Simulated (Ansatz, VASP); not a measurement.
One calculation of SiC, two programs

The input INCAR:

```
SYSTEM = SiC
  ALGO = Normal
  EDIFF = 1E-6
  ENCUT = 600
  GGA = PE
  GGA_COMPAT = .FALSE.
  ISIF = 2
  ISMEAR = 0
  LASPH = .TRUE.
  LCHARG = .FALSE.
  LREAL = .FALSE.
  LWAVE = .FALSE.
  NBANDS = 11
  NELM = 120
  PREC = Accurate
  SIGMA = 0.05
```

The input KPOINTS:

```
k-points
0
G
  6 6 6
  0 0 0
```

Contents of POSCAR:

```
SiC
1.0
    0.0000000000      2.2928561845      2.2928561845
    2.2928561845      0.0000000000      2.2928561845
    2.2928561845      2.2928561845      0.0000000000
C Si
1 1
Direct
    0.0000000000      0.0000000000      0.0000000000
    0.2500000000      0.2500000000      0.2500000000
```

Input for Ansatz:

```yaml
crystal:
  lattice:
    - [0.0, 2.2928561845, 2.2928561845]
    - [2.2928561845, 0.0, 2.2928561845]
    - [2.2928561845, 2.2928561845, 0.0]
  atoms:
    - { symbol: C, position: [0.0, 0.0, 0.0] }
    - { symbol: Si, position: [0.25, 0.25, 0.25] }
basis:
  ecutwfc: 420
kpoints:
  mp_grid: { grid: [6, 6, 6] }
hamiltonian:
  xc: pbe
scf:
  occupations: { method: gaussian, width: 0.05 }
output:
  forces: true
  stress: true
  eigenvalues: true
```

Alike in both runs: task single point; functional PBE; k mesh 6 × 6 × 6; occupations gaussian, width 0.05 eV; no spin polarisation.

```csv
,VASP,Ansatz
version,VASP 6.6.1,Ansatz 0.2.0
potentials or method,"VASP PAW PBE potentials, release 64 (C, Si), cutoff 600 eV","scalar-relativistic, plane waves, PAW"
valence electrons in the cell,8,8
```

```tsv
	VASP	Ansatz	Ansatz less VASP
gap on the k mesh at the Fermi level (eV)	1.48	1.48	0.000
least direct gap on the mesh (eV)	4.36	4.37	+0.001
pressure (GPa)	-22.3	-22.2	+0.10
```
